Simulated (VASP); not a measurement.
# SrTiO3 in VASP: single point with PBEsol

Aim: the single point of SrTiO3 with PBEsol.

All numbers are computed with VASP 6.6.1; they aren't measurements. Logs are shortened: lines on timing, memory, paths and dates and some standing lists are left out, and cuts for length are marked.

## (1) The cell of the first run

The cell holds a slab with vacuum, 25 atoms: a = 5.503 Å, b = 5.503 Å, c = 25.109 Å, α = 90.00°, β = 90.00°, γ = 120.00°.

## (2) Single point, PBEsol

Input file INCAR:

```
SYSTEM = SrTiO3
ALGO = Normal
DIPOL = 0.5 0.5 0.513
EDIFF = 1E-6
ENCUT = 520
GGA = PS
IDIPOL = 3
ISIF = 2
ISMEAR = 0
LASPH = .True.
LCHARG = .True.
LDIPOL = .True.
LELF = .True.
LREAL = Auto
LVACPOTAV = .True.
LVHAR = .True.
LWAVE = .False.
NBANDS = 118
NELM = 80
PREC = Accurate
SIGMA = 0.05
```

Input file KPOINTS:

```
k-points
0
Gamma
  6 6 1
  0 0 0
```

Input file POSCAR:

```
SrTiO3
1.0
    5.5028748676      0.0000000000      0.0000000000
   -2.7514374338      4.7656294292      0.0000000000
    0.0000000000      0.0000000000     25.1094266580
Ti Sr O
5 5 15
Direct
    0.3333333333      0.6666666667      0.2986926027
    0.0000000000      0.0000000000      0.3881625570
    0.6666666667      0.3333333333      0.4776325114
    0.3333333333      0.6666666667      0.5671024658
    0.0000000000      0.0000000000      0.6565724201
    0.6666666667      0.3333333333      0.3434275799
    0.3333333333      0.6666666667      0.4328975342
    0.0000000000      0.0000000000      0.5223674886
    0.6666666667      0.3333333333      0.6118374430
    0.3333333333      0.6666666667      0.7013073973
    0.1666666667      0.8333333333      0.3434275799
    0.1666666667      0.3333333333      0.3434275799
    0.6666666667      0.8333333333      0.3434275799
    0.8333333333      0.1666666667      0.4328975342
    0.8333333333      0.6666666667      0.4328975342
    0.3333333333      0.1666666667      0.4328975342
    0.5000000000      0.5000000000      0.5223674886
    0.5000000000      0.0000000000      0.5223674886
    0.0000000000      0.5000000000      0.5223674886
    0.1666666667      0.8333333333      0.6118374430
    0.1666666667      0.3333333333      0.6118374430
    0.6666666667      0.8333333333      0.6118374430
    0.8333333333      0.1666666667      0.7013073973
    0.8333333333      0.6666666667      0.7013073973
    0.3333333333      0.1666666667      0.7013073973
```

Potentials or basis: VASP PAW PBE potentials, release 64 (Ti_sv, Sr_sv, O).

Command:

```console
$ cat potpaw_PBE.64/Ti_sv/POTCAR potpaw_PBE.64/Sr_sv/POTCAR potpaw_PBE.64/O/POTCAR > POTCAR
$ mpirun -np 1 vasp_std > vasp.out
```

OUTCAR:

```text
SYSTEM = SrTiO3
   EDIFF = 1E-6
   ENCUT = 520
   GGA = PS
   ISIF = 2
   ISMEAR = 0
   LASPH = .True.
   LREAL = Auto
   NELM = 80
   PREC = Accurate

 ion  position               nearest neighbor table
   1  0.333  0.667  0.299-  11 1.95  13 1.95  12 1.95   7 3.37   6 3.37   6 3.37   6 3.37
   2  0.000  0.000  0.388-  13 1.95  12 1.95  11 1.95  16 1.95  15 1.95  14 1.95   6 3.37   6 3.37
                             6 3.37   7 3.37   7 3.37   7 3.37   8 3.37
   3  0.667  0.333  0.478-  14 1.95  19 1.95  18 1.95  17 1.95  16 1.95  15 1.95   6 3.37   8 3.37
                             7 3.37   7 3.37   8 3.37   8 3.37   7 3.37   9 3.37
   4  0.333  0.667  0.567-  20 1.95  19 1.95  18 1.95  17 1.95  22 1.95  21 1.95  10 3.37   8 3.37
                             9 3.37   9 3.37   8 3.37   8 3.37   9 3.37   7 3.37
   5  0.000  0.000  0.657-  22 1.95  21 1.95  20 1.95  25 1.95  24 1.95  23 1.95   8 3.37   9 3.37
                             9 3.37   9 3.37  10 3.37  10 3.37  10 3.37
   6  0.667  0.333  0.343-  14 2.75  16 2.75  15 2.75  12 2.75  12 2.75  11 2.75  13 2.75  13 2.75
                            11 2.75   3 3.37   2 3.37   2 3.37   2 3.37   1 3.37   1 3.37   1 3.37
   7  0.333  0.667  0.433-  11 2.75  13 2.75  12 2.75  15 2.75  15 2.75  16 2.75  16 2.75  14 2.75
                            14 2.75  19 2.75  18 2.75  17 2.75   1 3.37   2 3.37   3 3.37   3 3.37
   8  0.000  0.000  0.522-  18 2.75  18 2.75  19 2.75  19 2.75  17 2.75  17 2.75  16 2.75  22 2.75
                            15 2.75  21 2.75  14 2.75  20 2.75   5 3.37   3 3.37   4 3.37   3 3.37
   9  0.667  0.333  0.612-  23 2.75  25 2.75  24 2.75  21 2.75  21 2.75  20 2.75  22 2.75  22 2.75
                            20 2.75  19 2.75  18 2.75  17 2.75   5 3.37   5 3.37   5 3.37   4 3.37
  10  0.333  0.667  0.701-  20 2.75  22 2.75  21 2.75  24 2.75  24 2.75  25 2.75  25 2.75  23 2.75
                            23 2.75   4 3.37   5 3.37   5 3.37   5 3.37   9 3.89   9 3.89   9 3.89
  11  0.167  0.833  0.343-   2 1.95   1 1.95   7 2.75   6 2.75   6 2.75
  12  0.167  0.333  0.343-   2 1.95   1 1.95   7 2.75   6 2.75   6 2.75
  13  0.667  0.833  0.343-   2 1.95   1 1.95   7 2.75   6 2.75   6 2.75
  14  0.833  0.167  0.433-   3 1.95   2 1.95   6 2.75   7 2.75   7 2.75   8 2.75
  15  0.833  0.667  0.433-   2 1.95   3 1.95   6 2.75   7 2.75   7 2.75   8 2.75
  16  0.333  0.167  0.433-   2 1.95   3 1.95   6 2.75   7 2.75   7 2.75   8 2.75
  17  0.500  0.500  0.522-   3 1.95   4 1.95   8 2.75   8 2.75   7 2.75   9 2.75
  18  0.500  0.000  0.522-   3 1.95   4 1.95   8 2.75   8 2.75   7 2.75   9 2.75
  19  0.000  0.500  0.522-   3 1.95   4 1.95   8 2.75   8 2.75   7 2.75   9 2.75
  20  0.167  0.833  0.612-   5 1.95   4 1.95  10 2.75   9 2.75   9 2.75   8 2.75
  21  0.167  0.333  0.612-   5 1.95   4 1.95  10 2.75   9 2.75   9 2.75   8 2.75
  22  0.667  0.833  0.612-   5 1.95   4 1.95  10 2.75   9 2.75   9 2.75   8 2.75
  23  0.833  0.167  0.701-   5 1.95   9 2.75  10 2.75  10 2.75
  24  0.833  0.667  0.701-   5 1.95   9 2.75  10 2.75  10 2.75
  25  0.333  0.167  0.701-   5 1.95   9 2.75  10 2.75  10 2.75

  LATTYP: Found a hexagonal cell.
 ALAT       =     5.5028748676
 C/A-ratio  =     4.5629652249

  Lattice vectors:

 A1 = (   5.5028748676,   0.0000000000,   0.0000000000)
 A2 = (  -2.7514374338,   4.7656294292,   0.0000000000)
 A3 = (   0.0000000000,   0.0000000000,  25.1094266580)

Analysis of symmetry for initial positions (statically):
=====================================================================
 Subroutine PRICEL returns:
 Original cell was already a primitive cell.

 Routine SETGRP: Setting up the symmetry group for a
 hexagonal supercell.

 Subroutine GETGRP returns: Found  6 space group operations
 (whereof  6 operations were pure point group operations)
 out of a pool of 24 trial point group operations.

The static configuration has the point symmetry C_3v.

Analysis of symmetry for dynamics (positions and initial velocities):
=====================================================================
 Subroutine PRICEL returns:
 Original cell was already a primitive cell.

 Routine SETGRP: Setting up the symmetry group for a
 hexagonal supercell.

 Subroutine GETGRP returns: Found  6 space group operations
 (whereof  6 operations were pure point group operations)
 out of a pool of 24 trial point group operations.

The dynamic configuration has the point symmetry C_3v.

 Subroutine INISYM returns: Found  6 space group operations
 (whereof  6 operations are pure point group operations),
 and found     1 'primitive' translations

----------------------------------------------------------------------------------------

                                     Primitive cell

  volume of cell :     658.4862

  direct lattice vectors                    reciprocal lattice vectors
     5.502874868  0.000000000  0.000000000     0.181723195  0.104917935  0.000000000
    -2.751437434  4.765629429  0.000000000     0.000000000  0.209835871  0.000000000
     0.000000000  0.000000000 25.109426658     0.000000000  0.000000000  0.039825680

  length of vectors
     5.502874868  5.502874868 25.109426658     0.209835871  0.209835871  0.039825680

  position of ions in fractional coordinates (direct lattice)
     0.333333333  0.666666667  0.298692603
     0.000000000  0.000000000  0.388162557
     0.666666667  0.333333333  0.477632511
     0.333333333  0.666666667  0.567102466
     0.000000000  0.000000000  0.656572420
     0.666666667  0.333333333  0.343427580
[... 17 lines left out ...]
     0.833333333  0.666666667  0.701307397
     0.333333333  0.166666667  0.701307397

  ion indices of the primitive-cell ions
   primitive index   ion index
                 1           1
                 2           2
                 3           3
                 4           4
                 5           5
                 6           6
[... 17 lines left out ...]
                24          24
                25          25

----------------------------------------------------------------------------------------

 KPOINTS: k-points

Automatic generation of k-mesh.
 Grid dimensions read from file:
 generate k-points for:    6    6    1

 Generating k-lattice:

  Cartesian coordinates                     Fractional coordinates (reciprocal lattice)
     0.030287199  0.017486323  0.000000000     0.166666667 -0.000000000  0.000000000
     0.000000000  0.034972645  0.000000000     0.000000000  0.166666667  0.000000000
     0.000000000  0.000000000  0.039825680     0.000000000  0.000000000  1.000000000

  Length of vectors
     0.034972645  0.034972645  0.039825680

  Shift w.r.t. Gamma in fractional coordinates (k-lattice)
     0.000000000  0.000000000  0.000000000

 Subroutine IBZKPT returns following result:
 ===========================================

 Found      7 irreducible k-points:

 Following reciprocal coordinates:
            Coordinates               Weight
  0.000000  0.000000  0.000000      1.000000
  0.166667  0.000000  0.000000      6.000000
  0.333333  0.000000  0.000000      6.000000
  0.500000  0.000000  0.000000      3.000000
  0.166667  0.166667  0.000000      6.000000
  0.333333  0.166667  0.000000     12.000000
  0.333333  0.333333  0.000000      2.000000
   k-points           NKPTS =      7   k-points in BZ     NKDIM =      7   number of bands    NBANDS=    118
   number of dos      NEDOS =    301   number of ions     NIONS =     25
   total plane-waves  NPLWV = 338688
   dimension x,y,z NGX =    42 NGY =   42 NGZ =  192
   dimension x,y,z NGXF=    84 NGYF=   84 NGZF=  384
   ions per type =               5   5  15
   NGX,Y,Z   is equivalent  to a cutoff of  12.69, 12.69, 12.71 a.u.
   NGXF,Y,Z  is equivalent  to a cutoff of  25.38, 25.38, 25.42 a.u.
 SYSTEM =  SrTiO3
   PREC   = accura    normal or accurate (medium, high low for compatibility)
   ISTART =      0    job   : 0-new  1-cont  2-samecut
   ICHARG =      2    charge: 1-file 2-atom 10-const
   ISPIN  =      1    spin polarized calculation?
   LNONCOLLINEAR =      F non collinear calculations
   LSORBIT =      F    spin-orbit coupling
   LASPH  =      T    aspherical Exc in radial PAW
   ENCUT  =  520.0 eV  38.22 Ry    6.18 a.u.  10.23 10.23 46.69*2*pi/ulx,y,z
   NELM   =     80;   NELMIN=  2; NELMDL= -5     # of ELM steps
   EDIFF  = 0.1E-05   stopping-criterion for ELM
   LREAL  =      T    real-space projection
   EDIFFG = 0.1E-04   stopping-criterion for IOM
   NSW    =      0    number of steps for IOM
   IBRION =     -1    ionic relax: 0-MD 1-quasi-New 2-CG
   NFREE  =      0    steps in history (QN), initial steepest desc. (CG)
   ISIF   =      2    stress and relaxation
   ISYM   =      2    0-nonsym 1-usesym 2-fastsym
   POTIM  = 0.5000    time-step for ionic-motion
   TEBEG  =    0.0;   TEEND  =   0.0 temperature during run
   PSTRESS=    0.0 pullay stress
   NELECT =     200.0000    total number of electrons
   NUPDOWN=      -1.0000    fix difference up-down
   EMIN   =  10.00;   EMAX   =-10.00  energy-range for DOS
   EFERMI =   0.00;   METHOD = LEGACY
   ISMEAR =     0;   SIGMA  =   0.05  broadening in eV -4-tet -1-fermi 0-gaus
   EFERMI_NEDOS =   21; number of points for ismear=-14 and -15
   IALGO  =     38    algorithm
   IMIX   =      4    mixing-type and parameters
     AMIX     =   0.40;   BMIX     =  1.00
     AMIX_MAG =   1.60;   BMIX_MAG =  1.00
  volume/ion in A,a.u.               =      26.34       177.75
  Fermi-wavevector in a.u.,A,eV,Ry     =   1.100447  2.079544 16.476442  1.210984
  Thomas-Fermi vector in A             =   2.236859
   LORBIT       =      0    0 simple, 1 ext, 2 COOP (PROOUT), +10 PAW based schemes
   GGA     = PS    functional components
   LHFCALC =     F    Hartree Fock is set to
   AEXX    =    0.0000 exact exchange contribution
   IVDW    =     0    specifies the selected vdW correction
   LEPSILON=     F    determine dielectric tensor
   LRPA    =     F    only Hartree local field effects (RPA)
 non-spin polarized calculation
 Gauss-broadening in eV      SIGMA  =   0.05
  energy-cutoff  :      520.00
  volume of cell :      658.49
 maximum number of plane-waves:     17760
 NGX is ok and might be reduce to    42
   NGX = 21   NGY = 21   NGZ = 93

 dipolmoment           0.000000      0.000000     -0.377872 electrons x Angstroem

 number of electron     199.9999951 magnetization

 dipolmoment           0.000000      0.000000      0.307299 electrons x Angstroem

 Free energy of the ion-electron system (eV)
  ---------------------------------------------------
  ext. energy  EPLUGINS =         0.00000000
  ---------------------------------------------------
  free energy    TOTEN  =      -197.85547684 eV

  energy without entropy =     -197.83018639  energy(sigma->0) =     -197.84283161

 E-fermi :  -0.2165     XC(G=0):  -5.9945

 val. band max:       -0.2299757212   @ k =   0.5000   0.0000   0.0000
 cond. band min:      -0.2063808360   @ k =   0.1667   0.0000   0.0000
 fundamental gap:      0.0235948852
 Fermi energy:        -0.2165284286

 k-point     1 :       0.0000    0.0000    0.0000
  band No.  band energies     occupation
      1     -58.6523      2.00000
      2     -58.1596      2.00000
      3     -57.6258      2.00000
      4     -56.9652      2.00000
      5     -55.9411      2.00000
      6     -35.8659      2.00000
[... 104 lines left out ...]
    111       1.8624      0.00000
    112       1.8624      0.00000
[... 688 lines left out ...]
    111       2.0584      0.00000
    112       2.0712      0.00000
 [bands above 112 left out]

------------------------ aborting loop because EDIFF is reached ----------------------------------------

  FORCE on cell =-STRESS in cart. coord.  units (eV):
  Direction    XX          YY          ZZ          XY          YZ          ZX
  --------------------------------------------------------------------------------------
  -------------------------------------------------------------------------------------
  Total       -5.7629523     -5.7629523     -6.3712176      0.0000000      0.0000000     -0.0000000
  in kB      -14.0219658    -14.0219658    -15.5019496      0.0000000      0.0000000     -0.0000000
  external PRESSURE =     -14.5152937 kB  Pullay stress =       0.0000000 kB

 VOLUME and BASIS-vectors are now :
 -----------------------------------------------------------------------------
  energy-cutoff  :      520.00
  volume of cell :      658.49
      direct lattice vectors                 reciprocal lattice vectors
     5.502874868  0.000000000  0.000000000     0.181723195  0.104917935  0.000000000
    -2.751437434  4.765629429  0.000000000     0.000000000  0.209835871  0.000000000
     0.000000000  0.000000000 25.109426658     0.000000000  0.000000000  0.039825680

 POSITION                                       TOTAL-FORCE (eV/Angst)
 -----------------------------------------------------------------------------------
     -0.00000      3.17709      7.50000         0.000000     -0.000000      5.282366
      0.00000      0.00000      9.74654         0.000000     -0.000000      1.644694
      2.75144      1.58854     11.99308         0.000000     -0.000000      2.193070
     -0.00000      3.17709     14.23962         0.000000     -0.000000      2.267093
      0.00000      0.00000     16.48616         0.000000     -0.000000      2.571958
      2.75144      1.58854      8.62327         0.000000     -0.000000      1.459051
[... 17 lines left out ...]
      2.75144      3.17709     17.60943        -0.000000      0.656569     -0.530136
      1.37572      0.79427     17.60943        -0.568605     -0.328284     -0.530136
 -----------------------------------------------------------------------------------
    total drift:                                0.000000     -0.000000     -0.001110

  FREE ENERGIE OF THE ION-ELECTRON SYSTEM (eV)
  ---------------------------------------------------
  free  energy   TOTEN  =      -197.8554768400 eV

  energy  without entropy=     -197.8301863856  energy(sigma->0) =     -197.84283161

 vacuum level on the upper side and lower side of the slab         5.655         3.534
```

Wall time 55 min (1 thread of AMD EPYC 9R14 (Zen 4), shared host); peak memory 0.87 GiB.

Results:

```yaml
Free_energy: -197.8555 eV
Largest_force: 5.282 eV/Å
Band_gap_on_the_k_mesh: 0.02 eV (least direct gap 0.07 eV)
```

Forces on the atoms (eV/Å):
```
Ti   0.000  0.000  5.282
Ti   0.000  0.000  1.645
Ti   0.000  0.000  2.193
Ti   0.000  0.000  2.267
Ti   0.000  0.000  2.572
Sr   0.000  0.000  1.459
Sr   0.000  0.000  0.825
Sr   0.000  0.000  0.773
Sr   0.000  0.000  1.040
Sr   0.000  0.000  0.307
O    1.654 -0.955 -2.421
O    0.000  1.910 -2.421
O   -1.654 -0.955 -2.421
O    0.363 -0.210 -1.075
O    0.000  0.420 -1.075
O   -0.363 -0.210 -1.075
O    0.443 -0.256 -0.982
O    0.000  0.511 -0.982
O   -0.443 -0.256 -0.982
O    0.671 -0.387 -1.114
O    0.000  0.774 -1.114
O   -0.671 -0.387 -1.114
O    0.569 -0.328 -0.530
O    0.000  0.657 -0.530
O   -0.569 -0.328 -0.530
```

Levels at points of the mesh, in eV from the valence-band top:
```csv
k point,band 96,band 97,band 98,band 99,band 100,band 101,band 102,band 103,band 104,band 105
"(0.00, 0.00, 0.00)",-0.48,-0.48,-0.44,-0.07,-0.07,0.10,0.14,0.20,0.20,0.94
"(0.50, 0.00, 0.00)",-0.76,-0.75,-0.53,-0.50,0.00,0.12,0.21,0.26,0.52,0.84
```

Caveat: semilocal functionals underestimate gaps, and a narrow one can read as zero; the PAW data sets were made with another functional, which shifts forces and pressure a little.
